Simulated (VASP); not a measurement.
# Ge (Fd-3m) in VASP: notebook

The runs below take Ge through single point, with PBE.

All numbers are computed with VASP 6.6.1; they aren't measurements. Logs are shortened: lines on timing, memory, paths and dates and some standing lists are left out, and cuts for length are marked.

## (1) The cell of the first run

The structure is cubic, space group Fd-3m (No. 227). Conventional cell: a = 5.067 Å, b = 5.067 Å, c = 5.067 Å, α = 90.00°, β = 90.00°, γ = 90.00°. Within 2.9 Å of Ge (site symmetry -43m) lie 4 Ge at 2.19 Å.

## (2) Single point, PBE (16.26 Å³/atom)

INCAR reads:

```
SYSTEM = Ge
  PREC = Accurate
  ENCUT = 520
  EDIFF = 1E-6
  ISMEAR = -1
  SIGMA = 0.08
  LREAL = .False.
  LASPH = .True.
  NELM = 80
  ALGO = Normal
  ISIF = 2
  LWAVE = .False.
  LCHARG = .False.
  GGA = PE
  NBANDS = 21
```

KPOINTS reads:

```
regular mesh
0
Gamma
  11 11 11
  0 0 0
```

POSCAR reads:

```
Ge
1.0
    0.0000000000      2.5335827539      2.5335827539
    2.5335827539      0.0000000000      2.5335827539
    2.5335827539      2.5335827539      0.0000000000
Ge
2
Direct
   -0.1250000000     -0.1250000000     -0.1250000000
    0.1250000000      0.1250000000      0.1250000000
```

Potentials or basis: VASP PAW PBE potentials, release 64 (Ge_d).

Run with:

```
$ cat potpaw_PBE.64/Ge_d/POTCAR > POTCAR
$ mpirun -np 1 vasp_std > vasp.out
```

OUTCAR:

```text
SYSTEM = Ge
   PREC = Accurate
   ENCUT = 520
   EDIFF = 1E-6
   ISMEAR = -1
   LREAL = .False.
   LASPH = .True.
   NELM = 80
   ISIF = 2
   GGA = PE

 ion  position               nearest neighbor table
   1  0.875  0.875  0.875-   2 2.19   2 2.19   2 2.19   2 2.19
   2  0.125  0.125  0.125-   1 2.19   1 2.19   1 2.19   1 2.19

  LATTYP: Found a face centered cubic cell.
 ALAT       =     5.0671655078

  Lattice vectors:

 A1 = (   0.0000000000,   2.5335827539,   2.5335827539)
 A2 = (   2.5335827539,   0.0000000000,   2.5335827539)
 A3 = (   2.5335827539,   2.5335827539,   0.0000000000)

Analysis of symmetry for initial positions (statically):
=====================================================================
 Subroutine PRICEL returns:
 Original cell was already a primitive cell.

 Routine SETGRP: Setting up the symmetry group for a
 face centered cubic supercell.

 Subroutine GETGRP returns: Found 48 space group operations
 (whereof 12 operations were pure point group operations)
 out of a pool of 48 trial point group operations.

The static configuration has the point symmetry D_3d.
 The point group associated with its full space group is O_h .

Analysis of symmetry for dynamics (positions and initial velocities):
=====================================================================
 Subroutine PRICEL returns:
 Original cell was already a primitive cell.

 Routine SETGRP: Setting up the symmetry group for a
 face centered cubic supercell.

 Subroutine GETGRP returns: Found 48 space group operations
 (whereof 12 operations were pure point group operations)
 out of a pool of 48 trial point group operations.

The dynamic configuration has the point symmetry D_3d.
 The point group associated with its full space group is O_h .

 Subroutine INISYM returns: Found 48 space group operations
 (whereof 12 operations are pure point group operations),
 and found     1 'primitive' translations

----------------------------------------------------------------------------------------

                                     Primitive cell

  volume of cell :      32.5263

  direct lattice vectors                    reciprocal lattice vectors
     0.000000000  2.533582754  2.533582754    -0.197348991  0.197348991  0.197348991
     2.533582754  0.000000000  2.533582754     0.197348991 -0.197348991  0.197348991
[... 74 lines left out ...]
   NGXF,Y,Z  is equivalent  to a cutoff of  25.98, 25.98, 25.98 a.u.
 SYSTEM =  Ge
   PREC   = accura    normal or accurate (medium, high low for compatibility)
   ISTART =      0    job   : 0-new  1-cont  2-samecut
   ICHARG =      2    charge: 1-file 2-atom 10-const
   ISPIN  =      1    spin polarized calculation?
   LNONCOLLINEAR =      F non collinear calculations
   LSORBIT =      F    spin-orbit coupling
   LASPH  =      T    aspherical Exc in radial PAW
   ENCUT  =  520.0 eV  38.22 Ry    6.18 a.u.   6.66  6.66  6.66*2*pi/ulx,y,z
   NELM   =     80;   NELMIN=  2; NELMDL= -5     # of ELM steps
   EDIFF  = 0.1E-05   stopping-criterion for ELM
   LREAL  =      F    real-space projection
   EDIFFG = 0.1E-04   stopping-criterion for IOM
   NSW    =      0    number of steps for IOM
   IBRION =     -1    ionic relax: 0-MD 1-quasi-New 2-CG
   NFREE  =      0    steps in history (QN), initial steepest desc. (CG)
   ISIF   =      2    stress and relaxation
   ISYM   =      2    0-nonsym 1-usesym 2-fastsym
   POTIM  = 0.5000    time-step for ionic-motion
   TEBEG  =    0.0;   TEEND  =   0.0 temperature during run
   PSTRESS=    0.0 pullay stress
   NELECT =      28.0000    total number of electrons
   NUPDOWN=      -1.0000    fix difference up-down
   EMIN   =  10.00;   EMAX   =-10.00  energy-range for DOS
   EFERMI =   0.00;   METHOD = LEGACY
   ISMEAR =    -1;   SIGMA  =   0.08  broadening in eV -4-tet -1-fermi 0-gaus
   EFERMI_NEDOS =   21; number of points for ismear=-14 and -15
   IALGO  =     38    algorithm
   IMIX   =      4    mixing-type and parameters
     AMIX     =   0.40;   BMIX     =  1.00
     AMIX_MAG =   1.60;   BMIX_MAG =  1.00
  volume/ion in A,a.u.               =      16.26       109.75
  Fermi-wavevector in a.u.,A,eV,Ry     =   1.557336  2.942939 32.998161  2.425296
  Thomas-Fermi vector in A             =   2.661001
   LORBIT       =      0    0 simple, 1 ext, 2 COOP (PROOUT), +10 PAW based schemes
   GGA     = PE    functional components
   LHFCALC =     F    Hartree Fock is set to
   AEXX    =    0.0000 exact exchange contribution
   IVDW    =     0    specifies the selected vdW correction
   LEPSILON=     F    determine dielectric tensor
   LRPA    =     F    only Hartree local field effects (RPA)
 non-spin polarized calculation
  energy-cutoff  :      520.00
  volume of cell :       32.53
 maximum number of plane-waves:       895
   NGX = 13   NGY = 13   NGZ = 13

 number of electron      27.9999993 magnetization

 Free energy of the ion-electron system (eV)
  ---------------------------------------------------
  ext. energy  EPLUGINS =         0.00000000
  ---------------------------------------------------
  free energy    TOTEN  =        -7.17238535 eV

  energy without entropy =       -7.16997603  energy(sigma->0) =       -7.17118069

 E-fermi :   8.7901     XC(G=0): -11.6035

 val. band max:        8.6166256320   @ k =  -0.0909   0.0909   0.0000
 cond. band min:       8.8400428382   @ k =   0.4545   0.4545   0.0000
 fundamental gap:      0.2234172062
 Fermi energy:         8.7900987503

 k-point     1 :       0.0000    0.0000    0.0000
  band No.  band energies     occupation
      1     -16.8080      2.00000
      2     -16.8080      2.00000
      3     -16.8080      2.00000
      4     -16.7392      2.00000
      5     -16.7392      2.00000
      6     -16.2671      2.00000
[... 565 lines left out ...]
     20      20.0467      0.00000
     21      21.1516      0.00000

 [... further k-points ...]
[... 5 lines left out ...]
  --------------------------------------------------------------------------------------
  -------------------------------------------------------------------------------------
  Total       11.2248690     11.2248690     11.2248690      0.0000000      0.0000000      0.0000000
  in kB      552.9127243    552.9127243    552.9127243      0.0000000      0.0000000      0.0000000
  external PRESSURE =     552.9127243 kB  Pullay stress =       0.0000000 kB

 VOLUME and BASIS-vectors are now :
 -----------------------------------------------------------------------------
  energy-cutoff  :      520.00
  volume of cell :       32.53
      direct lattice vectors                 reciprocal lattice vectors
     0.000000000  2.533582754  2.533582754    -0.197348991  0.197348991  0.197348991
     2.533582754  0.000000000  2.533582754     0.197348991 -0.197348991  0.197348991
     2.533582754  2.533582754  0.000000000     0.197348991  0.197348991 -0.197348991

 POSITION                                       TOTAL-FORCE (eV/Angst)
 -----------------------------------------------------------------------------------
      4.43377      4.43377      4.43377        -0.000000      0.000000      0.000000
      0.63340      0.63340      0.63340         0.000000     -0.000000     -0.000000
 -----------------------------------------------------------------------------------
    total drift:                                0.000000      0.000000     -0.000000

  FREE ENERGIE OF THE ION-ELECTRON SYSTEM (eV)
  ---------------------------------------------------
  free  energy   TOTEN  =        -7.1723853462 eV

  energy  without entropy=       -7.1699760328  energy(sigma->0) =       -7.17118069
```

OSZICAR:

```text
N       E                     dE             d eps       ncg     rms          rms(c)
DAV:   1     0.174573860624E+03    0.17457E+03   -0.13802E+04  2747   0.397E+03
DAV:   2     0.149335896924E+02   -0.15964E+03   -0.15382E+03  2357   0.586E+02
DAV:   3    -0.684053263013E+01   -0.21774E+02   -0.21642E+02  2642   0.133E+02
DAV:   4    -0.740500853900E+01   -0.56448E+00   -0.56415E+00  2657   0.250E+01
DAV:   5    -0.741270581710E+01   -0.76973E-02   -0.76971E-02  2692   0.302E+00    0.497E+00
DAV:   6    -0.724970156435E+01    0.16300E+00   -0.50549E-02  2978   0.121E+00    0.292E+00
DAV:   7    -0.717064411379E+01    0.79057E-01   -0.94747E-02  2995   0.204E+00    0.176E-01
DAV:   8    -0.717212337482E+01   -0.14793E-02   -0.68712E-03  2617   0.667E-01    0.674E-02
DAV:   9    -0.717238574685E+01   -0.26237E-03   -0.28977E-04  2567   0.107E-01    0.212E-02
DAV:  10    -0.717238534618E+01    0.40067E-06   -0.97020E-06  3154   0.652E-02
   1 F= -.71723853E+01 E0= -.71711807E+01  d E =-.240931E-02
```

Run time: 25 s. Hardware: 1 thread of AMD EPYC 7R13 (Zen 3), shared host; peak memory 0.14 GiB.

What came out:

| Quantity | Value |
| --- | --- |
| Free energy | -7.1724 eV |
| Pressure | 55.3 GPa |
| Band gap on the k mesh | zero (bands 14 and 15 overlap by 0.04 eV) |

Levels at points of the mesh, in eV from the Fermi level:
| k point | band 12 | band 13 | band 14 | band 15 | band 16 | band 17 |
| --- | --- | --- | --- | --- | --- | --- |
| (0.00, 0.00, 0.00) | 0.09 | 0.09 | 0.09 | 2.66 | 2.66 | 2.66 |

Caveat: the cell stands under pressure; semilocal functionals underestimate gaps, so a narrow gap can read as zero.

## (3) Single point, PBE (16.26 Å³/atom)

INCAR reads:

```
PREC     = Accurate       # precision mode
ENCUT    = 520            # plane-wave cutoff, eV
EDIFF    = 1E-7           # SCF threshold, eV
ISMEAR   = -1             # smearing method
SIGMA    = 0.08           # smearing width, eV
LREAL    = False          # projectors in reciprocal space
LASPH    = True           # aspherical terms in the spheres
NELM     = 60             # most SCF steps
ALGO     = Normal         # electronic algorithm
ISIF     = 2              # what is computed and relaxed
LWAVE    = False          # write WAVECAR
LCHARG   = False          # write CHGCAR
GGA      = PE             # functional
NBANDS   = 21             # bands
```

KPOINTS reads:

```
regular mesh
0
Gamma
  11 11 11
```

POSCAR is that of step 2.

Potentials or basis: VASP PAW PBE potentials, release 64 (Ge_d).

Run with:

```
$ cat potpaw_PBE.64/Ge_d/POTCAR > POTCAR
$ mpirun -np 1 vasp_std > vasp.out
```

OUTCAR:

```text
PREC = Accurate
   ENCUT = 520
   EDIFF = 1E-7
   ISMEAR = -1
   LREAL = False
   LASPH = True
   NELM = 60
   ISIF = 2
   GGA = PE

 ion  position               nearest neighbor table
   1  0.875  0.875  0.875-   2 2.19   2 2.19   2 2.19   2 2.19
   2  0.125  0.125  0.125-   1 2.19   1 2.19   1 2.19   1 2.19

  LATTYP: Found a face centered cubic cell.
 ALAT       =     5.0671655078

  Lattice vectors:

 A1 = (   0.0000000000,   2.5335827539,   2.5335827539)
 A2 = (   2.5335827539,   0.0000000000,   2.5335827539)
 A3 = (   2.5335827539,   2.5335827539,   0.0000000000)
[... 188 lines left out ...]
      4     -16.7393      2.00000
      5     -16.7393      2.00000
      6     -16.2672      2.00000
[... 565 lines left out ...]
     20      20.0477      0.00000
     21      21.1521      0.00000

 [... further k-points ...]
[... 5 lines left out ...]
  --------------------------------------------------------------------------------------
  -------------------------------------------------------------------------------------
  Total       11.3444241     11.3444241     11.3444241      0.0000000      0.0000000      0.0000000
  in kB      558.8017532    558.8017532    558.8017532      0.0000000      0.0000000      0.0000000
  external PRESSURE =     558.8017532 kB  Pullay stress =       0.0000000 kB

 VOLUME and BASIS-vectors are now :
 -----------------------------------------------------------------------------
  energy-cutoff  :      520.00
  volume of cell :       32.53
      direct lattice vectors                 reciprocal lattice vectors
     0.000000000  2.533582754  2.533582754    -0.197348991  0.197348991  0.197348991
     2.533582754  0.000000000  2.533582754     0.197348991 -0.197348991  0.197348991
     2.533582754  2.533582754  0.000000000     0.197348991  0.197348991 -0.197348991

 POSITION                                       TOTAL-FORCE (eV/Angst)
 -----------------------------------------------------------------------------------
      4.43377      4.43377      4.43377        -0.000000     -0.000000     -0.000000
      0.63340      0.63340      0.63340         0.000000      0.000000      0.000000
 -----------------------------------------------------------------------------------
    total drift:                                0.000000      0.000000     -0.000000

  FREE ENERGIE OF THE ION-ELECTRON SYSTEM (eV)
  ---------------------------------------------------
  free  energy   TOTEN  =        -7.1723861687 eV

  energy  without entropy=       -7.1699783938  energy(sigma->0) =       -7.17118228
```

OSZICAR:

```text
N       E                     dE             d eps       ncg     rms          rms(c)
DAV:   1     0.174573860624E+03    0.17457E+03   -0.13802E+04  2747   0.397E+03
DAV:   2     0.149335896924E+02   -0.15964E+03   -0.15382E+03  2357   0.586E+02
DAV:   3    -0.684053263013E+01   -0.21774E+02   -0.21642E+02  2642   0.133E+02
DAV:   4    -0.740500853900E+01   -0.56448E+00   -0.56415E+00  2657   0.250E+01
DAV:   5    -0.741270581710E+01   -0.76973E-02   -0.76971E-02  2692   0.302E+00    0.497E+00
DAV:   6    -0.724970156435E+01    0.16300E+00   -0.50549E-02  2978   0.121E+00    0.292E+00
DAV:   7    -0.717064411379E+01    0.79057E-01   -0.94747E-02  2995   0.204E+00    0.176E-01
DAV:   8    -0.717212337482E+01   -0.14793E-02   -0.68712E-03  2617   0.667E-01    0.674E-02
DAV:   9    -0.717238574685E+01   -0.26237E-03   -0.28977E-04  2567   0.107E-01    0.212E-02
DAV:  10    -0.717238534618E+01    0.40067E-06   -0.97020E-06  3154   0.652E-02    0.490E-03
DAV:  11    -0.717238622269E+01   -0.87650E-06   -0.19959E-06  2597   0.137E-02    0.145E-03
DAV:  12    -0.717238616875E+01    0.53941E-07   -0.17150E-07  1874   0.943E-03
   1 F= -.71723862E+01 E0= -.71711823E+01  d E =-.240777E-02
```

stdout:

```text
POSCAR found type information on POSCAR Ge
 POSCAR found :  1 types and       2 ions
 scaLAPACK will be used
 LDA part: xc-table for (Slater+PW92), standard interpolation
 POSCAR, INCAR and KPOINTS ok, starting setup
 FFT: planning ... GRIDC
 FFT: planning ... GRID_SOFT
 FFT: planning ... GRID
 WAVECAR not read
 entering main loop
```

It took 29 s on 1 thread of AMD EPYC 7R13 (Zen 3), shared host; peak memory 0.14 GiB.

What came out:

```yaml
Free_energy: -7.1724 eV
Pressure: 55.9 GPa
Band_gap_on_the_k_mesh: zero (bands 14 and 15 overlap by 0.04 eV)
```

Levels at points of the mesh, in eV from the Fermi level:
```
           k point  band 10  band 11  band 12  band 13  band 14  band 15  band 16  band 17  band 18  band 19
(0.00, 0.00, 0.00)   -24.98   -15.74     0.09     0.09     0.09     2.66     2.66     2.66     3.48     7.26
```

Caveat: the cell stands under pressure; semilocal functionals underestimate gaps, so a narrow gap can read as zero.

## (4) Single point, PBE (18.18 Å³/atom)

This run uses another cell than the first one, of 18.18 Å³/atom.

INCAR reads:

```
SYSTEM = Ge
PREC = Accurate
ENCUT = 520
EDIFF = 1E-6
ISMEAR = -1
SIGMA = 0.08
LREAL = .FALSE.
LASPH = .TRUE.
NELM = 60
ALGO = Normal
ISIF = 2
LWAVE = .FALSE.
LCHARG = .FALSE.
GGA = PE
NBANDS = 21
```

KPOINTS reads:

```
Automatic mesh
0
G
  11 11 11
  0 0 0
```

POSCAR reads:

```
Ge
1.0
    0.0000000000      2.6292788865      2.6292788865
    2.6292788865      0.0000000000      2.6292788865
    2.6292788865      2.6292788865      0.0000000000
Ge
2
Direct
   -0.1250000000     -0.1250000000     -0.1250000000
    0.1250000000      0.1250000000      0.1250000000
```

Run with:

```
$ cat potpaw_PBE.64/Ge_d/POTCAR > POTCAR
$ mpirun -np 1 vasp_std > vasp.out
```

Wall time 23 s (1 thread of AMD EPYC 7R13 (Zen 3), shared host); peak memory 0.14 GiB.

The run converged. Its results:

```yaml
Free_energy: -8.1845 eV
Pressure: 30.6 GPa
Band_gap_on_the_k_mesh: 0.23 eV (least direct gap 2.20 eV)
```

Levels at points of the mesh, in eV from the valence-band top:
| k point | band 12 | band 13 | band 14 | band 15 | band 16 | band 17 |
| --- | --- | --- | --- | --- | --- | --- |
| (0.00, 0.00, 0.00) | 0.00 | 0.00 | 0.00 | 2.20 | 2.60 | 2.60 |

Caveat: the cell stands under pressure; an odd mesh through Γ misses points on the zone boundary, where band edges can lie.

## (5) Single point, PBE (18.18 Å³/atom)

This run uses another cell than the first one, of 18.18 Å³/atom.

INCAR reads:

```
ALGO     = Normal         # electronic algorithm
EDIFF    = 1E-7           # SCF threshold, eV
ENCUT    = 520            # plane-wave cutoff, eV
GGA      = PE             # functional
ISIF     = 2              # what is computed and relaxed
ISMEAR   = -1             # smearing method
LASPH    = True           # aspherical terms in the spheres
LCHARG   = True           # write CHGCAR
LELF     = True           # ELF
LREAL    = False          # projectors in reciprocal space
LVHAR    = True         
LWAVE    = False          # write WAVECAR
NBANDS   = 21             # bands
NELM     = 80             # most SCF steps
PREC     = Accurate       # precision mode
SIGMA    = 0.08           # smearing width, eV
```

KPOINTS reads:

```
k-points
0
Gamma
  11 11 11
```

POSCAR is that of step 4.

Run with:

```
$ cat potpaw_PBE.64/Ge_d/POTCAR > POTCAR
$ mpirun -np 1 vasp_std > vasp.out
```

It took 30 s on 1 thread of AMD EPYC 7R13 (Zen 3), shared host; peak memory 0.14 GiB.

Results (log left out):

* Free energy: -8.1845 eV
* Pressure: 30.8 GPa
* Band gap on the k mesh: 0.23 eV (least direct gap 2.20 eV)

Levels at points of the mesh, in eV from the valence-band top:
| k point | band 11 | band 12 | band 13 | band 14 | band 15 | band 16 | band 17 | band 18 |
| --- | --- | --- | --- | --- | --- | --- | --- | --- |
| (0.00, 0.00, 0.00) | -14.68 | 0.00 | 0.00 | 0.00 | 2.20 | 2.60 | 2.60 | 2.60 |

Caveat: the cell stands under pressure; an odd mesh through Γ misses points on the zone boundary, where band edges can lie.
